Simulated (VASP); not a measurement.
# Ru (P6/mmm) in VASP: notebook

Ru is run at these levels: LDA; tasks: single point, relaxation of cell and atoms.

Everything below comes from runs of VASP 6.6.1. Logs are shortened: lines on timing, memory, paths and dates and some standing lists are left out, and cuts for length are marked.

### Step 1. The cell of the first run

Symmetry: P6/mmm, No. 191, hexagonal system. Conventional cell: a = 2.180 Å, b = 2.180 Å, c = 2.034 Å, α = 90.00°, β = 90.00°, γ = 120.00°. Within 2.7 Å of Ru (site symmetry 6/mmm) lie 8 Ru at 2.03 to 2.18 Å.

### Step 2. Single point, LDA

The input, INCAR:

```
ALGO = Normal
EDIFF = 1E-7
ENCUT = 520
ISIF = 2
ISMEAR = -1
LASPH = True
LCHARG = True
LELF = True
LREAL = False
LVHAR = True
LWAVE = False
NBANDS = 13
NELM = 100
PREC = Accurate
SIGMA = 0.1
```

The input, KPOINTS:

```
k-points
0
Gamma
  20 20 19
```

The input, POSCAR:

```
Ru
1.0
    2.1800051484      0.0000000000      0.0000000000
   -1.0900025742      1.8879398389      0.0000000000
    0.0000000000      0.0000000000      2.0337940150
Ru
1
Direct
    0.0000000000      0.0000000000      0.0000000000
```

Potentials or basis: VASP PAW LDA potentials, release 64 (Ru_pv).

The run is started by

```bash
$ cat potpaw_LDA.64/Ru_pv/POTCAR > POTCAR
$ mpirun -np 1 vasp_std > vasp.out
```

OUTCAR:

```text
EDIFF = 1E-7
   ENCUT = 520
   ISIF = 2
   ISMEAR = -1
   LASPH = True
   LREAL = False
   NELM = 100
   PREC = Accurate

 ion  position               nearest neighbor table
   1  0.000  0.000  0.000-

  LATTYP: Found a hexagonal cell.
 ALAT       =     2.1800051484
 C/A-ratio  =     0.9329308311

  Lattice vectors:

 A1 = (   2.1800051484,   0.0000000000,   0.0000000000)
 A2 = (  -1.0900025742,   1.8879398389,   0.0000000000)
 A3 = (   0.0000000000,   0.0000000000,   2.0337940150)

Analysis of symmetry for initial positions (statically):
=====================================================================
 Subroutine PRICEL returns:
 Original cell was already a primitive cell.

 Routine SETGRP: Setting up the symmetry group for a
 hexagonal supercell.

 Subroutine GETGRP returns: Found 24 space group operations
 (whereof 24 operations were pure point group operations)
 out of a pool of 24 trial point group operations.

The static configuration has the point symmetry D_6h.

Analysis of symmetry for dynamics (positions and initial velocities):
=====================================================================
 Subroutine PRICEL returns:
 Original cell was already a primitive cell.

 Routine SETGRP: Setting up the symmetry group for a
 hexagonal supercell.

 Subroutine GETGRP returns: Found 24 space group operations
 (whereof 24 operations were pure point group operations)
 out of a pool of 24 trial point group operations.

The dynamic configuration has the point symmetry D_6h.

 Subroutine INISYM returns: Found 24 space group operations
 (whereof 24 operations are pure point group operations),
 and found     1 'primitive' translations

----------------------------------------------------------------------------------------

                                     Primitive cell

  volume of cell :       8.3705

  direct lattice vectors                    reciprocal lattice vectors
     2.180005148  0.000000000  0.000000000     0.458714513  0.264838948  0.000000000
    -1.090002574  1.887939839  0.000000000     0.000000000  0.529677895  0.000000000
     0.000000000  0.000000000  2.033794015     0.000000000  0.000000000  0.491691879

  length of vectors
     2.180005148  2.180005148  2.033794015     0.529677895  0.529677895  0.491691879

  position of ions in fractional coordinates (direct lattice)
     0.000000000  0.000000000  0.000000000

  ion indices of the primitive-cell ions
   primitive index   ion index
                 1           1

----------------------------------------------------------------------------------------

 KPOINTS: k-points

Automatic generation of k-mesh.
 Grid dimensions read from file:
 generate k-points for:   20   20   19

 Generating k-lattice:

  Cartesian coordinates                     Fractional coordinates (reciprocal lattice)
     0.022935726  0.013241947  0.000000000     0.050000000  0.000000000  0.000000000
     0.000000000  0.026483895  0.000000000     0.000000000  0.050000000  0.000000000
     0.000000000  0.000000000  0.025878520     0.000000000  0.000000000  0.052631579

  Length of vectors
     0.026483895  0.026483895  0.025878520

  Shift w.r.t. Gamma in fractional coordinates (k-lattice)
     0.000000000  0.000000000  0.000000000

 Subroutine IBZKPT returns following result:
 ===========================================

 Found    440 irreducible k-points:

 Following reciprocal coordinates:
            Coordinates               Weight
  0.000000  0.000000  0.000000      1.000000
  0.050000  0.000000  0.000000      6.000000
  0.100000 -0.000000  0.000000      6.000000
  0.150000  0.000000  0.000000      6.000000
  0.200000 -0.000000  0.000000      6.000000
  0.250000  0.000000  0.000000      6.000000
[... 16 lines left out ...]
  0.200000  0.100000  0.000000     12.000000
  0.250000  0.100000  0.000000     12.000000
 [... further k-points ...]
   k-points           NKPTS =    440   k-points in BZ     NKDIM =    440   number of bands    NBANDS=     13
   number of dos      NEDOS =    301   number of ions     NIONS =      1
   total plane-waves  NPLWV =   4096
   dimension x,y,z NGX =    16 NGY =   16 NGZ =   16
   dimension x,y,z NGXF=    32 NGYF=   32 NGZF=   32
   ions per type =               1
   NGX,Y,Z   is equivalent  to a cutoff of  12.20, 12.20, 13.08 a.u.
   NGXF,Y,Z  is equivalent  to a cutoff of  24.40, 24.40, 26.16 a.u.
 SYSTEM =  unknown system
   PREC   = accura    normal or accurate (medium, high low for compatibility)
   ISTART =      0    job   : 0-new  1-cont  2-samecut
   ICHARG =      2    charge: 1-file 2-atom 10-const
   ISPIN  =      1    spin polarized calculation?
   LNONCOLLINEAR =      F non collinear calculations
   LSORBIT =      F    spin-orbit coupling
   LASPH  =      T    aspherical Exc in radial PAW
   ENCUT  =  520.0 eV  38.22 Ry    6.18 a.u.   4.05  4.05  3.78*2*pi/ulx,y,z
   NELM   =    100;   NELMIN=  2; NELMDL= -5     # of ELM steps
   EDIFF  = 0.1E-06   stopping-criterion for ELM
   LREAL  =      F    real-space projection
   EDIFFG = 0.1E-05   stopping-criterion for IOM
   NSW    =      0    number of steps for IOM
   IBRION =     -1    ionic relax: 0-MD 1-quasi-New 2-CG
   NFREE  =      0    steps in history (QN), initial steepest desc. (CG)
   ISIF   =      2    stress and relaxation
   ISYM   =      2    0-nonsym 1-usesym 2-fastsym
   POTIM  = 0.5000    time-step for ionic-motion
   TEBEG  =    0.0;   TEEND  =   0.0 temperature during run
   PSTRESS=    0.0 pullay stress
   NELECT =      14.0000    total number of electrons
   NUPDOWN=      -1.0000    fix difference up-down
   EMIN   =  10.00;   EMAX   =-10.00  energy-range for DOS
   EFERMI =   0.00;   METHOD = LEGACY
   ISMEAR =    -1;   SIGMA  =   0.10  broadening in eV -4-tet -1-fermi 0-gaus
   EFERMI_NEDOS =   21; number of points for ismear=-14 and -15
   IALGO  =     38    algorithm
   IMIX   =      4    mixing-type and parameters
     AMIX     =   0.40;   BMIX     =  1.00
     AMIX_MAG =   1.60;   BMIX_MAG =  1.00
  volume/ion in A,a.u.               =       8.37        56.49
  Fermi-wavevector in a.u.,A,eV,Ry     =   1.943271  3.672249 51.379693  3.776301
  Thomas-Fermi vector in A             =   2.972491
   LORBIT       =      0    0 simple, 1 ext, 2 COOP (PROOUT), +10 PAW based schemes
   GGA     = CA    functional components
   LHFCALC =     F    Hartree Fock is set to
   AEXX    =    0.0000 exact exchange contribution
   IVDW    =     0    specifies the selected vdW correction
   LEPSILON=     F    determine dielectric tensor
   LRPA    =     F    only Hartree local field effects (RPA)
 non-spin polarized calculation
  energy-cutoff  :      520.00
  volume of cell :        8.37
 maximum number of plane-waves:       235
   NGX =  9   NGY =  9   NGZ =  7

 number of electron      13.9999999 magnetization

 Free energy of the ion-electron system (eV)
  ---------------------------------------------------
  ext. energy  EPLUGINS =         0.00000000
  ---------------------------------------------------
  free energy    TOTEN  =        -3.83375574 eV

  energy without entropy =       -3.81591352  energy(sigma->0) =       -3.82483463

 E-fermi :  24.1430     XC(G=0): -17.4235

 val. band max:       24.1308735992   @ k =   0.3500   0.3000   0.0000
 cond. band min:      24.1597253697   @ k =   0.1500   0.1000   0.4737
 fundamental gap:      0.0288517704
 Fermi energy:        24.1429959651

 k-point     1 :       0.0000    0.0000    0.0000
  band No.  band energies     occupation
      1     -18.2772      2.00000
      2     -18.2772      2.00000
      3     -18.0563      2.00000
      4      12.3639      2.00000
      5      13.7214      2.00000
      6      18.4428      2.00000
      7      18.4428      2.00000
      8      28.6053      0.00000
      9      28.6053      0.00000
     10      34.2424      0.00000
     11      37.2899      0.00000
     12      45.9954      0.00000
     13      52.8834      0.00000

 k-point     2 :       0.0500    0.0000    0.0000
  band No.  band energies     occupation
      1     -18.4285      2.00000
      2     -18.3093      2.00000
      3     -18.0405      2.00000
      4      12.4815      2.00000
      5      13.8875      2.00000
      6      18.2466      2.00000
      7      18.6220      2.00000
      8      28.3632      0.00000
      9      28.5662      0.00000
     10      34.2424      0.00000
     11      37.7627      0.00000
     12      46.3714      0.00000
     13      51.9681      0.00000

 k-point     3 :       0.1000   -0.0000    0.0000
  band No.  band energies     occupation
      1     -18.8583      2.00000
      2     -18.4016      2.00000
      3     -17.9943      2.00000
      4      12.7697      2.00000
      5      14.3726      2.00000
      6      17.7823      2.00000
      7      19.1526      2.00000
      8      27.7056      0.00000
      9      28.4538      0.00000
     10      34.2422      0.00000
     11      39.0908      0.00000
     12      47.4149      0.00000
     13      50.0187      0.00000
[... 305 lines left out ...]
 k-point    23 :       0.2000    0.1000    0.0000
  band No.  band energies     occupation
      1     -21.2090      2.00000
      2     -19.1333      2.00000
      3     -17.6942      2.00000
      4      14.0445      2.00000
      5      15.0614      2.00000
      6      18.2483      2.00000
      7      23.9887      1.64771
      8      24.6153      0.01761
      9      27.5386      0.00000
     10      34.2413      0.00000
     11      43.3438      0.00000
     12      45.2034      0.00000
     13      49.2772      0.00000

 k-point    24 :       0.2500    0.1000    0.0000
  band No.  band energies     occupation
      1     -21.9041      2.00000
      2     -19.3676      2.00000
      3     -17.5942      2.00000
      4      13.8795      2.00000
      5      14.9868      2.00000
      6      19.7840      2.00000
      7      23.8082      1.93205
      8      25.7751      0.00000
      9      27.2479      0.00000
     10      34.2410      0.00000
     11      41.9641      0.00000
     12      44.7213      0.00000
     13      50.0603      0.00000

 [... further k-points ...]
[... 5 lines left out ...]
  --------------------------------------------------------------------------------------
  -------------------------------------------------------------------------------------
  Total       27.4182633     27.4182633     27.6910950     -0.0000000      0.0000000      0.0000000
  in kB     5248.0490984   5248.0490984   5300.2710199     -0.0000000      0.0000000      0.0000000
  external PRESSURE =    5265.4564055 kB  Pullay stress =       0.0000000 kB

 VOLUME and BASIS-vectors are now :
 -----------------------------------------------------------------------------
  energy-cutoff  :      520.00
  volume of cell :        8.37
      direct lattice vectors                 reciprocal lattice vectors
     2.180005148  0.000000000  0.000000000     0.458714513  0.264838948  0.000000000
    -1.090002574  1.887939839  0.000000000     0.000000000  0.529677895  0.000000000
     0.000000000  0.000000000  2.033794015     0.000000000  0.000000000  0.491691879

 POSITION                                       TOTAL-FORCE (eV/Angst)
 -----------------------------------------------------------------------------------
      0.00000      0.00000      0.00000        -0.000000      0.000000      0.000000
 -----------------------------------------------------------------------------------
    total drift:                                0.000000      0.000000      0.000000

  FREE ENERGIE OF THE ION-ELECTRON SYSTEM (eV)
  ---------------------------------------------------
  free  energy   TOTEN  =        -3.8337557441 eV

  energy  without entropy=       -3.8159135172  energy(sigma->0) =       -3.82483463
```

It took 14 s on 1 thread of Intel Xeon 6975P-C (Granite Rapids), shared host; peak memory 0.14 GiB.

What came out:

- Free energy: -3.8338 eV
- Pressure: 526.5 GPa
- Band gap on the k mesh: zero (band 7 reaches 29.81 eV, above the bottom of band 8 at 21.41 eV)

Stress tensor (GPa, compression positive):
```
524.80   0.00   0.00
  0.00 524.80   0.00
  0.00   0.00 530.03
```

(Part 1 of 2 ends here.)
